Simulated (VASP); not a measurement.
# In3P4 (Pm-3m) in VASP: a series of runs

In3P4 is run at these levels: PBE; tasks: relaxation of cell and atoms, single point.

All numbers are computed with VASP 6.6.1; they aren't measurements. Logs are shortened: lines on timing, memory, paths and dates and some standing lists are left out, and cuts for length are marked.

## Step 1: The cell of the first run

It takes space group Pm-3m (No. 221, cubic). Conventional cell: a = 5.433 Å, b = 5.433 Å, c = 5.433 Å, α = 90.00°, β = 90.00°, γ = 90.00°. In (site symmetry 4/mmm) has 6 P at 2.72 Å within 3.6 Å. P (site symmetry m-3m) has 6 In at 2.72 Å within 3.6 Å. P (site symmetry 4/mmm) has 4 In at 2.72 Å within 3.6 Å.

## Step 2: Relaxation of cell and atoms, PBE

Input file INCAR:

```
SYSTEM = In3P4
PREC = Accurate
ENCUT = 600
EDIFF = 1E-6
ISMEAR = 0
SIGMA = 0.1
LREAL = .False.
LASPH = .True.
NELM = 100
ALGO = Normal
ISIF = 3
LWAVE = .False.
LCHARG = .False.
GGA = PE
IBRION = 2
NSW = 100
EDIFFG = -0.01
```

Input file KPOINTS:

```
Automatic mesh
0
Gamma
  8 8 8
  0 0 0
```

Input file POSCAR:

```
In3P4
1.0
    5.4331472094      0.0000000000      0.0000000000
    0.0000000000      5.4331472094      0.0000000000
    0.0000000000      0.0000000000      5.4331472094
In P
3 4
Direct
    0.5000000000      0.5000000000      0.0000000000
    0.0000000000      0.5000000000      0.5000000000
    0.5000000000      0.0000000000      0.5000000000
    0.5000000000      0.5000000000      0.5000000000
    0.5000000000      0.0000000000      0.0000000000
    0.0000000000      0.5000000000      0.0000000000
    0.0000000000      0.0000000000      0.5000000000
```

Potentials or basis: VASP PAW PBE potentials, release 64 (In_d, P).

The run is started by

```sh
cat potpaw_PBE.64/In_d/POTCAR potpaw_PBE.64/P/POTCAR > POTCAR
mpirun -np 1 vasp_std > vasp.out
```

OUTCAR:

```text
SYSTEM = In3P4
   PREC = Accurate
   ENCUT = 600
   EDIFF = 1E-6
   ISMEAR = 0
   LREAL = .False.
   LASPH = .True.
   NELM = 100
   ISIF = 3
   GGA = PE
   IBRION = 2
   NSW = 100
   EDIFFG = -0.01

 ion  position               nearest neighbor table
   1  0.500  0.500  0.000-   4 2.72   5 2.72   6 2.72   4 2.72   5 2.72   6 2.72   3 3.84   3 3.84
                             3 3.84   2 3.84   3 3.84   2 3.84   2 3.84   2 3.84
   2  0.000  0.500  0.500-   4 2.72   6 2.72   7 2.72   6 2.72   7 2.72   4 2.72   3 3.84   3 3.84
                             1 3.84   1 3.84   3 3.84   1 3.84   1 3.84   3 3.84
   3  0.500  0.000  0.500-   4 2.72   5 2.72   7 2.72   5 2.72   4 2.72   7 2.72   2 3.84   1 3.84
                             2 3.84   1 3.84   1 3.84   2 3.84   1 3.84   2 3.84
   4  0.500  0.500  0.500-   1 2.72   2 2.72   3 2.72   1 2.72   3 2.72   2 2.72
   5  0.500  0.000  0.000-   1 2.72   3 2.72   3 2.72   1 2.72
   6  0.000  0.500  0.000-   1 2.72   2 2.72   2 2.72   1 2.72
   7  0.000  0.000  0.500-   2 2.72   3 2.72   2 2.72   3 2.72

  LATTYP: Found a simple cubic cell.
 ALAT       =     5.4331472094

  Lattice vectors:

 A1 = (   5.4331472094,   0.0000000000,   0.0000000000)
 A2 = (   0.0000000000,   5.4331472094,   0.0000000000)
 A3 = (   0.0000000000,   0.0000000000,   5.4331472094)

Analysis of symmetry for initial positions (statically):
=====================================================================
 Subroutine PRICEL returns:
 Original cell was already a primitive cell.

 Routine SETGRP: Setting up the symmetry group for a
 simple cubic supercell.

 Subroutine GETGRP returns: Found 48 space group operations
 (whereof 48 operations were pure point group operations)
 out of a pool of 48 trial point group operations.

The static configuration has the point symmetry O_h .

Analysis of symmetry for dynamics (positions and initial velocities):
=====================================================================
 Subroutine PRICEL returns:
 Original cell was already a primitive cell.

 Routine SETGRP: Setting up the symmetry group for a
 simple cubic supercell.

 Subroutine GETGRP returns: Found 48 space group operations
 (whereof 48 operations were pure point group operations)
 out of a pool of 48 trial point group operations.

The dynamic configuration has the point symmetry O_h .

 Subroutine INISYM returns: Found 48 space group operations
 (whereof 48 operations are pure point group operations),
 and found     1 'primitive' translations

----------------------------------------------------------------------------------------

                                     Primitive cell

  volume of cell :     160.3816

  direct lattice vectors                    reciprocal lattice vectors
     5.433147209  0.000000000  0.000000000     0.184055385  0.000000000  0.000000000
     0.000000000  5.433147209  0.000000000     0.000000000  0.184055385  0.000000000
     0.000000000  0.000000000  5.433147209     0.000000000  0.000000000  0.184055385

  length of vectors
     5.433147209  5.433147209  5.433147209     0.184055385  0.184055385  0.184055385

  position of ions in fractional coordinates (direct lattice)
     0.500000000  0.500000000  0.000000000
     0.000000000  0.500000000  0.500000000
     0.500000000  0.000000000  0.500000000
     0.500000000  0.500000000  0.500000000
     0.500000000  0.000000000  0.000000000
     0.000000000  0.500000000  0.000000000
     0.000000000  0.000000000  0.500000000

  ion indices of the primitive-cell ions
   primitive index   ion index
                 1           1
                 2           2
                 3           3
                 4           4
[... 83 lines left out ...]
   POTIM  = 0.5000    time-step for ionic-motion
   TEBEG  =    0.0;   TEEND  =   0.0 temperature during run
   PSTRESS=    0.0 pullay stress
   NELECT =      59.0000    total number of electrons
   NUPDOWN=      -1.0000    fix difference up-down
   EMIN   =  10.00;   EMAX   =-10.00  energy-range for DOS
   EFERMI =   0.00;   METHOD = LEGACY
   ISMEAR =     0;   SIGMA  =   0.10  broadening in eV -4-tet -1-fermi 0-gaus
   EFERMI_NEDOS =   21; number of points for ismear=-14 and -15
   IALGO  =     38    algorithm
   IMIX   =      4    mixing-type and parameters
     AMIX     =   0.40;   BMIX     =  1.00
     AMIX_MAG =   1.60;   BMIX_MAG =  1.00
  volume/ion in A,a.u.               =      22.91       154.62
  Fermi-wavevector in a.u.,A,eV,Ry     =   1.173025  2.216696 18.721457  1.375988
  Thomas-Fermi vector in A             =   2.309445
   LORBIT       =      0    0 simple, 1 ext, 2 COOP (PROOUT), +10 PAW based schemes
   GGA     = PE    functional components
   LHFCALC =     F    Hartree Fock is set to
   AEXX    =    0.0000 exact exchange contribution
   IVDW    =     0    specifies the selected vdW correction
   LEPSILON=     F    determine dielectric tensor
   LRPA    =     F    only Hartree local field effects (RPA)
 conjugate gradient relaxation of ions
 non-spin polarized calculation
 Gauss-broadening in eV      SIGMA  =   0.10
  energy-cutoff  :      600.00
  volume of cell :      160.38
 maximum number of plane-waves:      5400
 NGX is ok and might be reduce to    48
   NGX = 21   NGY = 21   NGZ = 21

--------------------------------------- Ionic step        1  -------------------------------------------

 number of electron      59.0000004 magnetization

 Free energy of the ion-electron system (eV)
  ---------------------------------------------------
  ext. energy  EPLUGINS =         0.00000000
  ---------------------------------------------------
  free energy    TOTEN  =       -26.30846549 eV

  energy without entropy =      -26.27925889  energy(sigma->0) =      -26.29386219

------------------------ aborting loop because EDIFF is reached ----------------------------------------

  FORCE on cell =-STRESS in cart. coord.  units (eV):
  Direction    XX          YY          ZZ          XY          YZ          ZX
  --------------------------------------------------------------------------------------
  -------------------------------------------------------------------------------------
  Total        0.0972993      0.0972993      0.0972993      0.0000000     -0.0000000      0.0000000
  in kB        0.9719991      0.9719991      0.9719991      0.0000000     -0.0000000      0.0000000
  external PRESSURE =       0.9719991 kB  Pullay stress =       0.0000000 kB

 VOLUME and BASIS-vectors are now :
 -----------------------------------------------------------------------------
  energy-cutoff  :      600.00
  volume of cell :      160.38
      direct lattice vectors                 reciprocal lattice vectors
     5.433147209  0.000000000  0.000000000     0.184055385  0.000000000  0.000000000
     0.000000000  5.433147209  0.000000000     0.000000000  0.184055385  0.000000000
     0.000000000  0.000000000  5.433147209     0.000000000  0.000000000  0.184055385

 POSITION                                       TOTAL-FORCE (eV/Angst)
 -----------------------------------------------------------------------------------
      2.71657      2.71657      0.00000         0.000000      0.000000      0.000000
      0.00000      2.71657      2.71657         0.000000      0.000000      0.000000
      2.71657      0.00000      2.71657         0.000000      0.000000      0.000000
      2.71657      2.71657      2.71657         0.000000      0.000000      0.000000
      2.71657      0.00000      0.00000         0.000000      0.000000      0.000000
      0.00000      2.71657      0.00000         0.000000      0.000000      0.000000
      0.00000      0.00000      2.71657         0.000000      0.000000      0.000000
 -----------------------------------------------------------------------------------
    total drift:                                0.000000      0.000000     -0.000000

  FREE ENERGIE OF THE ION-ELECTRON SYSTEM (eV)
  ---------------------------------------------------
  free  energy   TOTEN  =       -26.3084654925 eV

  energy  without entropy=      -26.2792588917  energy(sigma->0) =      -26.29386219

--------------------------------------- Ionic step        2  -------------------------------------------

 number of electron      59.0000002 magnetization

 Free energy of the ion-electron system (eV)
  ---------------------------------------------------
  ext. energy  EPLUGINS =         0.00000000
  ---------------------------------------------------
  free energy    TOTEN  =       -26.30851980 eV

  energy without entropy =      -26.27919006  energy(sigma->0) =      -26.29385493

 E-fermi :   5.7713     XC(G=0):  -9.8507

 val. band max:        5.7686976190   @ k =   0.5000   0.1250   0.0000
 cond. band min:       5.7842061594   @ k =   0.3750   0.1250   0.1250
 fundamental gap:      0.0155085404
 Fermi energy:         5.7712725285

 k-point     1 :       0.0000    0.0000    0.0000
  band No.  band energies     occupation
      1      -8.8705      2.00000
      2      -8.7289      2.00000
      3      -8.7289      2.00000
      4      -8.5073      2.00000
      5      -8.5073      2.00000
      6      -8.5073      2.00000
[... 901 lines left out ...]
     34       9.1013      0.00000
     35       9.7745      0.00000

 [... further k-points ...]
[... 5 lines left out ...]
  --------------------------------------------------------------------------------------
  -------------------------------------------------------------------------------------
  Total       -0.0293422     -0.0293422     -0.0293422      0.0000000     -0.0000000      0.0000000
  in kB       -0.2925330     -0.2925330     -0.2925330      0.0000000     -0.0000000      0.0000000
  external PRESSURE =      -0.2925330 kB  Pullay stress =       0.0000000 kB

 VOLUME and BASIS-vectors are now :
 -----------------------------------------------------------------------------
  energy-cutoff  :      600.00
  volume of cell :      160.70
      direct lattice vectors                 reciprocal lattice vectors
     5.436790504 -0.000000000  0.000000000     0.183932046 -0.000000000  0.000000000
     0.000000000  5.436790504  0.000000000     0.000000000  0.183932046  0.000000000
    -0.000000000 -0.000000000  5.436790504    -0.000000000  0.000000000  0.183932046

 POSITION                                       TOTAL-FORCE (eV/Angst)
 -----------------------------------------------------------------------------------
      2.71840      2.71840      0.00000         0.000000      0.000000      0.000000
     -0.00000      2.71840      2.71840        -0.000000     -0.000000      0.000000
      2.71840     -0.00000      2.71840        -0.000000     -0.000000      0.000000
      2.71840      2.71840      2.71840         0.000000      0.000000      0.000000
      2.71840     -0.00000      0.00000         0.000000      0.000000      0.000000
      0.00000      2.71840      0.00000         0.000000      0.000000      0.000000
     -0.00000     -0.00000      2.71840         0.000000      0.000000      0.000000
 -----------------------------------------------------------------------------------
    total drift:                                0.000000      0.000000     -0.000000

  FREE ENERGIE OF THE ION-ELECTRON SYSTEM (eV)
  ---------------------------------------------------
  free  energy   TOTEN  =       -26.3085198032 eV

  energy  without entropy=      -26.2791900594  energy(sigma->0) =      -26.29385493

 reached required accuracy - stopping structural energy minimisation
```

Run time: 3.1 min. Hardware: 1 thread of AMD EPYC 9R45 (Zen 5), shared host; peak memory 0.42 GiB.

What came out:

| Item | Value |
| --- | --- |
| Free energy | -26.3085 eV |
| Relaxed volume | 22.96 Å³/atom |
| Relaxed cell | a = 5.437 Å, b = 5.437 Å, c = 5.437 Å, α = 90.00°, β = 90.00°, γ = 90.00° |
| Space group after relaxing (to 0.05 Å) | Pm-3m (No. 221) |
| Energy gained by relaxing | 0.0 meV/atom |
| Ionic steps | 2 |
| Pressure after relaxing | 0.0 GPa |

Final structure:
```cif
data_structure
_symmetry_space_group_name_H-M 'P 1'
_symmetry_Int_Tables_number 1
_cell_length_a 5.4368
_cell_length_b 5.4368
_cell_length_c 5.4368
_cell_angle_alpha 90.000
_cell_angle_beta 90.000
_cell_angle_gamma 90.000
_cell_volume 160.70
loop_
_atom_site_label
_atom_site_type_symbol
_atom_site_fract_x
_atom_site_fract_y
_atom_site_fract_z
_atom_site_occupancy
In1 In 0.50000 0.50000 0.00000 1
In2 In 0.00000 0.50000 0.50000 1
In3 In 0.50000 0.00000 0.50000 1
P1 P 0.50000 0.50000 0.50000 1
P2 P 0.50000 0.00000 0.00000 1
P3 P 0.00000 0.50000 0.00000 1
P4 P 0.00000 0.00000 0.50000 1
```

Levels at points of the mesh, in eV from the Fermi level:
```csv
k point,band 27,band 28,band 29,band 30,band 31,band 32,band 33,band 34
"(0.00, 0.00, 0.00)",-2.35,-1.47,-1.47,-1.47,0.18,0.48,0.48,0.48
"(0.50, 0.00, 0.00)",-1.45,-1.45,-1.06,-0.08,-0.08,1.73,1.97,2.66
"(0.50, 0.50, 0.00)",-0.77,-0.08,0.07,0.07,0.48,2.53,3.07,3.07
"(0.50, 0.50, 0.50)",0.24,0.24,0.24,0.82,0.82,2.75,3.01,3.01
```

Caveat: spin-orbit coupling is left out, which moves the levels of the heavy elements.

## Step 3: Single point, PBE

This run uses another cell than the first one, of 18.12 Å³/atom, 0.791 times its volume.

Input file INCAR:

```
SYSTEM = In3P4
PREC = Accurate
ENCUT = 520
EDIFF = 1E-6
ISMEAR = 0
SIGMA = 0.1
LREAL = .FALSE.
LASPH = .TRUE.
NELM = 100
ALGO = Normal
ISIF = 2
LWAVE = .FALSE.
LCHARG = .TRUE.
GGA = PE
LELF = .TRUE.
LVHAR = .TRUE.
NBANDS = 38
```

Input file KPOINTS:

```
regular mesh
0
G
  4 4 4
  0 0 0
```

POSCAR: that of step 2 with these lines changed.

```diff
@@ -2,5 +2,5 @@
 1.0
-    5.4331472094      0.0000000000      0.0000000000
-    0.0000000000      5.4331472094      0.0000000000
-    0.0000000000      0.0000000000      5.4331472094
+    5.0241017700      0.0000000000      0.0000000000
+    0.0000000000      5.0241017700      0.0000000000
+    0.0000000000      0.0000000000      5.0241017700
 In P
```

Potentials or basis: VASP PAW PBE potentials, release 64 (In_d, P).

The run is started by

```sh
cat potpaw_PBE.64/In_d/POTCAR potpaw_PBE.64/P/POTCAR > POTCAR
mpirun -np 1 vasp_std > vasp.out
```

OUTCAR:

```text
SYSTEM = In3P4
   PREC = Accurate
   ENCUT = 520
   EDIFF = 1E-6
   ISMEAR = 0
   LREAL = .FALSE.
   LASPH = .TRUE.
   NELM = 100
   ISIF = 2
   GGA = PE

 ion  position               nearest neighbor table
   1  0.500  0.500  0.000-   4 2.51   5 2.51   6 2.51   4 2.51   5 2.51   6 2.51   3 3.55   3 3.55
                             3 3.55   2 3.55   3 3.55   2 3.55   2 3.55   2 3.55
   2  0.000  0.500  0.500-   4 2.51   6 2.51   7 2.51   6 2.51   7 2.51   4 2.51   3 3.55   3 3.55
                             1 3.55   1 3.55   3 3.55   1 3.55   1 3.55   3 3.55
[... 609 lines left out ...]
  Total       20.6080216     20.6080216     20.6080216      0.0000000     -0.0000000      0.0000000
  in kB      260.3584031    260.3584031    260.3584031      0.0000000     -0.0000000      0.0000000
  external PRESSURE =     260.3584031 kB  Pullay stress =       0.0000000 kB

 VOLUME and BASIS-vectors are now :
 -----------------------------------------------------------------------------
  energy-cutoff  :      520.00
  volume of cell :      126.82
      direct lattice vectors                 reciprocal lattice vectors
     5.024101770  0.000000000  0.000000000     0.199040554  0.000000000  0.000000000
     0.000000000  5.024101770  0.000000000     0.000000000  0.199040554  0.000000000
     0.000000000  0.000000000  5.024101770     0.000000000  0.000000000  0.199040554

 POSITION                                       TOTAL-FORCE (eV/Angst)
 -----------------------------------------------------------------------------------
      2.51205      2.51205      0.00000         0.000000      0.000000      0.000000
      0.00000      2.51205      2.51205         0.000000      0.000000      0.000000
      2.51205      0.00000      2.51205         0.000000      0.000000      0.000000
      2.51205      2.51205      2.51205         0.000000      0.000000      0.000000
      2.51205      0.00000      0.00000         0.000000      0.000000      0.000000
      0.00000      2.51205      0.00000         0.000000      0.000000      0.000000
      0.00000      0.00000      2.51205         0.000000      0.000000      0.000000
 -----------------------------------------------------------------------------------
    total drift:                               -0.000000      0.000000     -0.000000

  FREE ENERGIE OF THE ION-ELECTRON SYSTEM (eV)
  ---------------------------------------------------
  free  energy   TOTEN  =       -24.0050871784 eV

  energy  without entropy=      -23.9638055744  energy(sigma->0) =      -23.98444638
```

Wall time 27 s (1 thread of AMD EPYC 9R45 (Zen 5), shared host); peak memory 0.21 GiB.

What came out:

```yaml
Free_energy: -24.0051 eV
Pressure: 26.0 GPa
```

Caveat: spin-orbit coupling is left out, which moves the levels of the heavy elements.
